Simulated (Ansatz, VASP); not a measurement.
# One calculation of Pt, two programs

```
Pt
1.0
     4.40203    0.00000    0.00000
    -2.20101    3.81227    0.00000
     0.00000    0.00000    2.69844
Pt
3
Cartesian
  0.0000 0.0000 0.0000
  0.0000 2.5415 1.3492
  2.2010 1.2708 1.3492
```

Alike in both runs: task relaxation of cell and atoms; functional revPBE; k mesh 8 × 8 × 12; occupations fermi-dirac, width 0.1 eV; no spin polarisation.

```csv
,VASP,Ansatz
version,VASP 6.6.1,Ansatz 0.2.0
potentials or method,"VASP PAW PBE potentials, release 64 (Pt), cutoff 600 eV","plane waves (420 eV) with PAW, scalar-relativistic"
valence electrons in the cell,30,54
```

Ansatz gave:

- relaxed volume (Å³/atom): 16.24
- relaxed cell length with the largest relative difference (Å): 4.553

Problem. Which values does VASP return?

Solution. Relaxed volume (Å³/atom): 16.21; relaxed cell length with the largest relative difference (Å): 4.550.

VASP's potentials were made for PBE, not for revPBE. VASP's potentials hold 30 valence electrons a cell and Ansatz's 54, so a difference there can come from the potentials and not from the codes.

Neither program's run includes spin-orbit coupling.
